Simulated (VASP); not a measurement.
A run of VASP 6.6.1 is set up as follows.

INCAR

```
ALGO     = Normal         # electronic algorithm
EDIFF    = 1E-6           # SCF threshold, eV
EDIFFG   = -0.04          # ionic threshold
ENCUT    = 600            # plane-wave cutoff, eV
GGA      = PE             # functional
IBRION   = 2              # ionic algorithm
ISIF     = 3              # what is computed and relaxed
ISMEAR   = 0              # smearing method
LASPH    = True           # aspherical terms in the spheres
LCHARG   = False          # write CHGCAR
LREAL    = False          # projectors in reciprocal space
LWAVE    = False          # write WAVECAR
NELM     = 100            # most SCF steps
NSW      = 90             # ionic steps
PREC     = Accurate       # precision mode
SIGMA    = 0.1            # smearing width, eV
```

Contents of KPOINTS:

```
k-points
0
Gamma
  8 8 8
```

POSCAR

```
InRu2
1.0
   -1.4339474633      1.4339474633      5.8447065867
    1.4339474633     -1.4339474633      5.8447065867
    1.4339474633      1.4339474633     -5.8447065867
In Ru
1 2
Direct
    0.0000000000      0.0000000000      0.0000000000
    0.6811931342      0.6811931342      0.0000000000
    0.3188068658      0.3188068658      0.0000000000
```

Potentials or basis: VASP PAW PBE potentials, release 64 (In_d, Ru_pv).

Launch:

```bash
$ cat potpaw_PBE.64/In_d/POTCAR potpaw_PBE.64/Ru_pv/POTCAR > POTCAR
$ mpirun -np 1 vasp_std > vasp.out
```

Predict the relaxed volume.

16.01 Å³/atom.

Estimate the relaxed cell.

a = 6.192 Å, b = 6.192 Å, c = 6.192 Å, α = 153.25°, β = 153.25°, γ = 38.19°.

Forces in eV/Å, atoms in the order of the input:
```
In   0.000  0.000  0.000
Ru   0.000  0.000  0.015
Ru   0.000  0.000 -0.015
```
